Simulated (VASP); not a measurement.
# W16O (a cell with a defect) in VASP: further runs

The runs below take W16O (a cell with a defect) through single point, with PBE.

All numbers are computed with VASP 6.6.1; they aren't measurements. Logs are shortened: lines on timing, memory, paths and dates and some standing lists are left out, and cuts for length are marked.

## (1) The cell of the first run

The cell holds a defect, 17 atoms: a = 6.320 Å, b = 6.320 Å, c = 6.320 Å, α = 90.00°, β = 90.00°, γ = 90.00°.

## (2) Single point, PBE

File INCAR:

```
SYSTEM = W16O
ALGO = Normal
EDIFF = 1E-6
ENCUT = 520
GGA = PE
ISIF = 2
ISMEAR = -1
LASPH = .True.
LCHARG = .False.
LREAL = Auto
LWAVE = .False.
NBANDS = 129
NELM = 80
PREC = Accurate
SIGMA = 0.1
```

File KPOINTS:

```
k-points
0
Gamma
  3 3 3
  0 0 0
```

File POSCAR:

```
W16O
1.0
    6.3200000000      0.0000000000      0.0000000000
    0.0000000000      6.3200000000      0.0000000000
    0.0000000000      0.0000000000      6.3200000000
W O
16 1
Direct
    0.0004022152     -0.0053245253      0.0025041139
    0.4984433544     -0.0052066456      0.0024628165
   -0.0003591772      0.4991174051      0.0009572785
   -0.0001549051     -0.0045591772      0.5002740506
    0.2493930380      0.2475484177      0.2472795886
    0.4992903481      0.4990563291      0.0009770570
    0.4990941456     -0.0044890823      0.5003018987
    0.7494577532      0.2471612342      0.2461837025
    0.0304210443      0.5111329114      0.4961857595
    0.2495049051      0.7563515823      0.2440531646
    0.2493354430      0.2465460443      0.7538231013
    0.4683121835      0.5109737342      0.4963813291
    0.7493659810      0.7550351266      0.2466033228
    0.7494765823      0.2305621835      0.7754268987
    0.2494246835      0.7542170886      0.7546286392
    0.7493843354      0.7528685127      0.7520810127
    0.7493517405      0.4091292722      0.5241009494
```

Potentials or basis: VASP PAW PBE potentials, release 64 (W_sv, O).

Command:

```bash
$ cat potpaw_PBE.64/W_sv/POTCAR potpaw_PBE.64/O/POTCAR > POTCAR
$ mpirun -np 1 vasp_std > vasp.out
```

OUTCAR:

```text
SYSTEM = W16O
   EDIFF = 1E-6
   ENCUT = 520
   GGA = PE
   ISIF = 2
   ISMEAR = -1
   LASPH = .True.
   LREAL = Auto
   NELM = 80
   PREC = Accurate

 ion  position               nearest neighbor table
   1  0.000  0.995  0.003-  14 2.61  10 2.66  13 2.68  15 2.69  16 2.71   5 2.72   8 2.73  11 2.73
                             3 3.13   4 3.15   2 3.15   2 3.17   4 3.17   3 3.19
   2  0.498  0.995  0.002-  14 2.61  10 2.66  13 2.68  15 2.69  16 2.71   5 2.72   8 2.73  11 2.73
                             6 3.13   7 3.15   1 3.15   1 3.17   7 3.17   6 3.19
   3  1.000  0.499  0.001-  14 2.72   8 2.73   5 2.73  11 2.73  10 2.74  15 2.74  13 2.74  16 2.75
                             1 3.13   9 3.14   6 3.16   6 3.16   1 3.19   9 3.20
   4  1.000  0.995  0.500-  13 2.72  16 2.72  10 2.72  15 2.72  11 2.75   5 2.75   8 2.76  14 2.78
                             9 3.07   1 3.15   7 3.16   7 3.16   1 3.17   9 3.26
   5  0.249  0.248  0.247-  12 2.68   9 2.68   2 2.72   1 2.72   3 2.73   6 2.73   4 2.75   7 2.75
                            10 3.10  11 3.12   8 3.16   8 3.16  11 3.20  10 3.22
   6  0.499  0.499  0.001-  14 2.72   8 2.73   5 2.73  11 2.74  10 2.74  15 2.74  13 2.74  16 2.75
                             2 3.13  12 3.14   3 3.16   3 3.16   2 3.19  12 3.20
   7  0.499  0.996  0.500-  13 2.72  16 2.72  10 2.72  15 2.72  11 2.75   5 2.75   8 2.76  14 2.78
                            12 3.07   2 3.15   4 3.16   4 3.16   2 3.17  12 3.26
   8  0.749  0.247  0.246-  17 2.03   2 2.73   1 2.73   6 2.73   3 2.73   7 2.76   4 2.76   9 2.90
                            12 2.90  14 2.98  13 3.11   5 3.16   5 3.16  13 3.21  14 3.35
   9  0.030  0.511  0.496-  17 1.90  10 2.62  15 2.64   5 2.68  11 2.71  12 2.77  13 2.83  16 2.85
                             8 2.90   4 3.07  14 3.07   3 3.14   3 3.20   4 3.26
  10  0.250  0.756  0.244-   9 2.62  12 2.62   2 2.66   1 2.66   4 2.72   7 2.72   6 2.74   3 2.74
                            15 3.09   5 3.10  13 3.16  13 3.16   5 3.22  15 3.23
  11  0.249  0.247  0.754-  12 2.71   9 2.71   3 2.73   1 2.73   2 2.73   6 2.74   4 2.75   7 2.75
                            15 3.11   5 3.12  14 3.16  14 3.17   5 3.20  15 3.21
  12  0.468  0.511  0.496-  17 1.90  10 2.62  15 2.63   5 2.68  11 2.71   9 2.77  13 2.83  16 2.85
                             8 2.90  14 3.07   7 3.07   6 3.14   6 3.20   7 3.26
  13  0.749  0.755  0.247-   1 2.68   2 2.68   7 2.72   4 2.72   6 2.74   3 2.74   9 2.83  12 2.83
                             8 3.11  16 3.13  10 3.16  10 3.16  16 3.19   8 3.21
  14  0.749  0.231  0.775-  17 1.95   2 2.61   1 2.61   6 2.72   3 2.72   7 2.78   4 2.78   8 2.98
                            16 3.02  12 3.07   9 3.07  11 3.16  11 3.17  16 3.30   8 3.35
  15  0.249  0.754  0.755-  12 2.63   9 2.64   1 2.69   2 2.69   4 2.72   7 2.72   3 2.74   6 2.74
                            10 3.09  11 3.11  16 3.16  16 3.16  11 3.21  10 3.23
  16  0.749  0.753  0.752-  17 2.61   2 2.71   1 2.71   7 2.72   4 2.72   6 2.75   3 2.75  12 2.85
                             9 2.85  14 3.02  13 3.13  15 3.16  15 3.16  13 3.19  14 3.30
  17  0.749  0.409  0.524-  12 1.90   9 1.90  14 1.95   8 2.03  16 2.61

  LATTYP: Found a simple cubic cell.
 ALAT       =     6.3200000000

  Lattice vectors:

 A1 = (   6.3200000000,   0.0000000000,   0.0000000000)
 A2 = (   0.0000000000,   6.3200000000,   0.0000000000)
 A3 = (   0.0000000000,   0.0000000000,   6.3200000000)

Analysis of symmetry for initial positions (statically):
=====================================================================
 Subroutine PRICEL returns:
 Original cell was already a primitive cell.

 Routine SETGRP: Setting up the symmetry group for a
 simple cubic supercell.

 Subroutine GETGRP returns: Found  1 space group operations
 (whereof  1 operations were pure point group operations)
 out of a pool of 48 trial point group operations.

The static configuration has the point symmetry C_1 .

Analysis of symmetry for dynamics (positions and initial velocities):
=====================================================================
 Subroutine PRICEL returns:
 Original cell was already a primitive cell.

 Routine SETGRP: Setting up the symmetry group for a
 simple cubic supercell.

 Subroutine GETGRP returns: Found  1 space group operations
 (whereof  1 operations were pure point group operations)
 out of a pool of 48 trial point group operations.

The dynamic configuration has the point symmetry C_1 .

 Subroutine INISYM returns: Found  1 space group operations
 (whereof  1 operations are pure point group operations),
 and found     1 'primitive' translations

----------------------------------------------------------------------------------------

                                     Primitive cell

  volume of cell :     252.4360

  direct lattice vectors                    reciprocal lattice vectors
     6.320000000  0.000000000  0.000000000     0.158227848  0.000000000  0.000000000
     0.000000000  6.320000000  0.000000000     0.000000000  0.158227848  0.000000000
     0.000000000  0.000000000  6.320000000     0.000000000  0.000000000  0.158227848

  length of vectors
     6.320000000  6.320000000  6.320000000     0.158227848  0.158227848  0.158227848

  position of ions in fractional coordinates (direct lattice)
     0.000402215  0.994675475  0.002504114
     0.498443354  0.994793354  0.002462816
     0.999640823  0.499117405  0.000957279
     0.999845095  0.995440823  0.500274051
     0.249393038  0.247548418  0.247279589
     0.499290348  0.499056329  0.000977057
[... 9 lines left out ...]
     0.749384335  0.752868513  0.752081013
     0.749351741  0.409129272  0.524100949

  ion indices of the primitive-cell ions
   primitive index   ion index
                 1           1
                 2           2
                 3           3
                 4           4
                 5           5
                 6           6
[... 9 lines left out ...]
                16          16
                17          17

----------------------------------------------------------------------------------------

 KPOINTS: k-points

Automatic generation of k-mesh.
 Grid dimensions read from file:
 generate k-points for:    3    3    3

 Generating k-lattice:

  Cartesian coordinates                     Fractional coordinates (reciprocal lattice)
     0.052742616  0.000000000  0.000000000     0.333333333  0.000000000  0.000000000
     0.000000000  0.052742616  0.000000000     0.000000000  0.333333333  0.000000000
     0.000000000  0.000000000  0.052742616     0.000000000  0.000000000  0.333333333

  Length of vectors
     0.052742616  0.052742616  0.052742616

  Shift w.r.t. Gamma in fractional coordinates (k-lattice)
     0.000000000  0.000000000  0.000000000

 Subroutine IBZKPT returns following result:
 ===========================================

 Found     14 irreducible k-points:

 Following reciprocal coordinates:
            Coordinates               Weight
  0.000000  0.000000  0.000000      1.000000
  0.333333  0.000000  0.000000      2.000000
  0.000000  0.333333  0.000000      2.000000
  0.000000  0.000000  0.333333      2.000000
  0.333333  0.333333  0.000000      2.000000
  0.000000  0.333333  0.333333      2.000000
  0.333333  0.000000  0.333333      2.000000
 -0.333333  0.333333  0.000000      2.000000
 -0.333333  0.000000  0.333333      2.000000
  0.000000 -0.333333  0.333333      2.000000
  0.333333  0.333333  0.333333      2.000000
 -0.333333  0.333333  0.333333      2.000000
 -0.333333 -0.333333  0.333333      2.000000
  0.333333 -0.333333  0.333333      2.000000
   k-points           NKPTS =     14   k-points in BZ     NKDIM =     14   number of bands    NBANDS=    129
   number of dos      NEDOS =    301   number of ions     NIONS =     17
   total plane-waves  NPLWV = 110592
   dimension x,y,z NGX =    48 NGY =   48 NGZ =   48
   dimension x,y,z NGXF=    96 NGYF=   96 NGZF=   96
   ions per type =              16   1
   NGX,Y,Z   is equivalent  to a cutoff of  12.63, 12.63, 12.63 a.u.
   NGXF,Y,Z  is equivalent  to a cutoff of  25.25, 25.25, 25.25 a.u.
 SYSTEM =  W16O
   PREC   = accura    normal or accurate (medium, high low for compatibility)
   ISTART =      0    job   : 0-new  1-cont  2-samecut
   ICHARG =      2    charge: 1-file 2-atom 10-const
   ISPIN  =      1    spin polarized calculation?
   LNONCOLLINEAR =      F non collinear calculations
   LSORBIT =      F    spin-orbit coupling
   LASPH  =      T    aspherical Exc in radial PAW
   ENCUT  =  520.0 eV  38.22 Ry    6.18 a.u.  11.75 11.75 11.75*2*pi/ulx,y,z
   NELM   =     80;   NELMIN=  2; NELMDL= -5     # of ELM steps
   EDIFF  = 0.1E-05   stopping-criterion for ELM
   LREAL  =      T    real-space projection
   EDIFFG = 0.1E-04   stopping-criterion for IOM
   NSW    =      0    number of steps for IOM
   IBRION =     -1    ionic relax: 0-MD 1-quasi-New 2-CG
   NFREE  =      0    steps in history (QN), initial steepest desc. (CG)
   ISIF   =      2    stress and relaxation
   ISYM   =      2    0-nonsym 1-usesym 2-fastsym
   POTIM  = 0.5000    time-step for ionic-motion
   TEBEG  =    0.0;   TEEND  =   0.0 temperature during run
   PSTRESS=    0.0 pullay stress
   NELECT =     230.0000    total number of electrons
   NUPDOWN=      -1.0000    fix difference up-down
   EMIN   =  10.00;   EMAX   =-10.00  energy-range for DOS
   EFERMI =   0.00;   METHOD = LEGACY
   ISMEAR =    -1;   SIGMA  =   0.10  broadening in eV -4-tet -1-fermi 0-gaus
   EFERMI_NEDOS =   21; number of points for ismear=-14 and -15
   IALGO  =     38    algorithm
   IMIX   =      4    mixing-type and parameters
     AMIX     =   0.40;   BMIX     =  1.00
     AMIX_MAG =   1.60;   BMIX_MAG =  1.00
  volume/ion in A,a.u.               =      14.85       100.21
  Fermi-wavevector in a.u.,A,eV,Ry     =   1.587086  2.999157 34.270910  2.518841
  Thomas-Fermi vector in A             =   2.686297
   LORBIT       =      0    0 simple, 1 ext, 2 COOP (PROOUT), +10 PAW based schemes
   GGA     = PE    functional components
   LHFCALC =     F    Hartree Fock is set to
   AEXX    =    0.0000 exact exchange contribution
   IVDW    =     0    specifies the selected vdW correction
   LEPSILON=     F    determine dielectric tensor
   LRPA    =     F    only Hartree local field effects (RPA)
 non-spin polarized calculation
  energy-cutoff  :      520.00
  volume of cell :      252.44
 maximum number of plane-waves:      6859
   NGX = 23   NGY = 23   NGZ = 23

 number of electron     229.9999997 magnetization

 Free energy of the ion-electron system (eV)
  ---------------------------------------------------
  ext. energy  EPLUGINS =         0.00000000
  ---------------------------------------------------
  free energy    TOTEN  =      -210.59612263 eV

  energy without entropy =     -210.30754843  energy(sigma->0) =     -210.45183553

 E-fermi :  11.8458     XC(G=0): -13.7757

 val. band max:       11.7786015658   @ k =   0.0000   0.3333   0.3333
 cond. band min:      11.8561050624   @ k =   0.0000  -0.3333   0.3333
 fundamental gap:      0.0775034966
 Fermi energy:        11.8457948777

 k-point     1 :       0.0000    0.0000    0.0000
  band No.  band energies     occupation
      1     -62.4507      2.00000
      2     -62.4106      2.00000
      3     -62.3723      2.00000
      4     -62.3294      2.00000
      5     -62.2421      2.00000
      6     -62.2081      2.00000
[... 119 lines left out ...]
    126      13.5331      0.00000
    127      13.6771      0.00000

 k-point     2 :       0.3333    0.0000    0.0000
  band No.  band energies     occupation
      1     -62.4483      2.00000
      2     -62.4100      2.00000
      3     -62.3733      2.00000
      4     -62.3311      2.00000
      5     -62.2379      2.00000
      6     -62.2164      2.00000
[... 1679 lines left out ...]
    126      13.7703      0.00000
    127      13.8412      0.00000
 [bands above 127 left out]

------------------------ aborting loop because EDIFF is reached ----------------------------------------

  FORCE on cell =-STRESS in cart. coord.  units (eV):
  Direction    XX          YY          ZZ          XY          YZ          ZX
  --------------------------------------------------------------------------------------
  -------------------------------------------------------------------------------------
  Total       37.9622631     30.5997857     27.1988513     -0.0083722     -3.2066083     -0.0041828
  in kB      240.9414073    194.2127475    172.6274717     -0.0531371    -20.3519140     -0.0265477
  external PRESSURE =     202.5938755 kB  Pullay stress =       0.0000000 kB

 VOLUME and BASIS-vectors are now :
 -----------------------------------------------------------------------------
  energy-cutoff  :      520.00
  volume of cell :      252.44
      direct lattice vectors                 reciprocal lattice vectors
     6.320000000  0.000000000  0.000000000     0.158227848  0.000000000  0.000000000
     0.000000000  6.320000000  0.000000000     0.000000000  0.158227848  0.000000000
     0.000000000  0.000000000  6.320000000     0.000000000  0.000000000  0.158227848

 POSITION                                       TOTAL-FORCE (eV/Angst)
 -----------------------------------------------------------------------------------
      0.00254      6.28635      0.01583        -0.002342      0.025926      0.001409
      3.15016      6.28709      0.01557         0.002086      0.013576      0.003019
      6.31773      3.15442      0.00605        -0.000170      0.032305     -0.007348
      6.31902      6.29119      3.16173        -0.017007      0.017369      0.037420
      1.57616      1.56451      1.56281         0.002581      0.086878      0.080430
      3.15551      3.15404      0.00618        -0.005406      0.037587     -0.007007
[... 9 lines left out ...]
      4.73611      4.75813      4.75315         0.003912      0.101899      0.088765
      4.73590      2.58570      3.31232         0.018826     -0.695092     -0.639545
 -----------------------------------------------------------------------------------
    total drift:                                0.005398      0.005048      0.001585

  FREE ENERGIE OF THE ION-ELECTRON SYSTEM (eV)
  ---------------------------------------------------
  free  energy   TOTEN  =      -210.5961226259 eV

  energy  without entropy=     -210.3075484280  energy(sigma->0) =     -210.45183553
```

It took 24 min on 1 thread of Intel Xeon 8259CL, shared host; peak memory 0.49 GiB.

Results:

| Item | Value |
| --- | --- |
| Free energy | -210.5961 eV |
| Pressure | 20.3 GPa |
| Largest force | 0.945 eV/Å |
| Band gap on the k mesh | zero (bands 115 and 116 overlap by 0.03 eV) |

Forces in eV/Å, atoms in the order of the input:
```
W   -0.002  0.026  0.001
W    0.002  0.014  0.003
W    0.000  0.032 -0.007
W   -0.017  0.017  0.037
W    0.003  0.087  0.080
W   -0.005  0.038 -0.007
W    0.009  0.010  0.035
W   -0.003 -0.120 -0.230
W    0.047  0.128  0.149
W   -0.005  0.019  0.062
W    0.006  0.049  0.024
W   -0.057  0.140  0.138
W    0.006  0.011  0.084
W   -0.004  0.106  0.148
W   -0.002  0.038  0.033
W    0.004  0.102  0.089
O    0.019 -0.695 -0.640
```

Levels at points of the mesh, in eV from the Fermi level:
| k point | band 112 | band 113 | band 114 | band 115 | band 116 | band 117 | band 118 | band 119 |
| --- | --- | --- | --- | --- | --- | --- | --- | --- |
| (0.00, 0.00, 0.00) | -0.54 | -0.45 | 0.05 | 0.06 | 0.35 | 0.58 | 0.65 | 0.67 |

Caveat: spin-orbit coupling is left out, which moves the levels of the heavy elements.

## (3) Single point, PBE

File INCAR:

```
PREC     = Accurate       # precision mode
ENCUT    = 520            # plane-wave cutoff, eV
EDIFF    = 1E-6           # SCF threshold, eV
ISMEAR   = -1             # smearing method
SIGMA    = 0.1            # smearing width, eV
LREAL    = Auto         
LASPH    = T              # aspherical terms in the spheres
NELM     = 80             # most SCF steps
ALGO     = Normal         # electronic algorithm
ISIF     = 2              # what is computed and relaxed
LWAVE    = F              # write WAVECAR
LCHARG   = F              # write CHGCAR
GGA      = PE             # functional
NBANDS   = 129            # bands
```

File KPOINTS:

```
Automatic mesh
0
Gamma
  3 3 3
```

File POSCAR:

```
W16O
1.0
    6.3200000000      0.0000000000      0.0000000000
    0.0000000000      6.3200000000      0.0000000000
    0.0000000000      0.0000000000      6.3200000000
W O
16 1
Direct
    0.0003572785     -0.0044091772      0.0030547468
    0.4985735759     -0.0043082278      0.0030009494
   -0.0002390823      0.4995686709      0.0017300633
    0.0000732595     -0.0034927215      0.5001632911
    0.2494409810      0.2464699367      0.2466365506
    0.4992691456      0.4995169304      0.0017389241
    0.4989618671     -0.0034564873      0.5001977848
    0.7494824367      0.2493115506      0.2505072785
    0.0330294304      0.5103148734      0.4932435127
    0.2495555380      0.7570737342      0.2434757911
    0.2493811709      0.2461870253      0.7542273734
    0.4657966772      0.5100993671      0.4934606013
    0.7494088608      0.7555515823      0.2455161392
    0.7495158228      0.2269626582      0.7754056962
    0.2494598101      0.7542781646      0.7549308544
    0.7494348101      0.7510805380      0.7510242089
    0.7494145570      0.4264572785      0.5395680380
```

Potentials or basis: VASP PAW PBE potentials, release 64 (W_sv, O).

Command:

```bash
$ cat potpaw_PBE.64/W_sv/POTCAR potpaw_PBE.64/O/POTCAR > POTCAR
$ mpirun -np 1 vasp_std > vasp.out
```

Wall time 13 min (1 thread of Intel Xeon Platinum 8259CL at 2.50GHz (Skylake/Cascade Lake), shared host); peak memory 0.49 GiB.

Results (log left out):

* Free energy: -210.4670 eV
* Pressure: 20.2 GPa
* Largest force: 0.485 eV/Å
* Band gap on the k mesh: zero (bands 115 and 116 overlap by 0.06 eV)

Forces on the atoms (eV/Å):
```
W   -0.009  0.022 -0.009
W    0.009  0.014 -0.004
W   -0.007  0.019 -0.015
W   -0.008  0.019  0.012
W    0.002  0.036  0.049
W    0.000  0.025 -0.014
W   -0.001  0.014  0.009
W   -0.001 -0.052 -0.034
W    0.145  0.086  0.035
W   -0.005  0.016  0.031
W    0.006  0.013  0.025
W   -0.153  0.099  0.025
W    0.005  0.011  0.035
W   -0.003 -0.052  0.136
W   -0.001  0.011  0.032
W    0.004  0.043  0.047
O    0.016 -0.325 -0.359
```

Stress tensor (GPa, compression positive):
```
25.30  0.00  0.00
 0.00 18.29 -3.25
 0.00 -3.25 16.87
```

Levels at points of the mesh, in eV from the Fermi level:
| k point | band 111 | band 112 | band 113 | band 114 | band 115 | band 116 | band 117 | band 118 | band 119 | band 120 |
| --- | --- | --- | --- | --- | --- | --- | --- | --- | --- | --- |
| (0.00, 0.00, 0.00) | -0.61 | -0.56 | -0.44 | -0.06 | 0.08 | 0.35 | 0.55 | 0.61 | 0.64 | 0.75 |

Caveat: spin-orbit coupling is left out, which moves the levels of the heavy elements.

The gap in the log of VASP goes by the Fermi energy; the results here count the filled bands.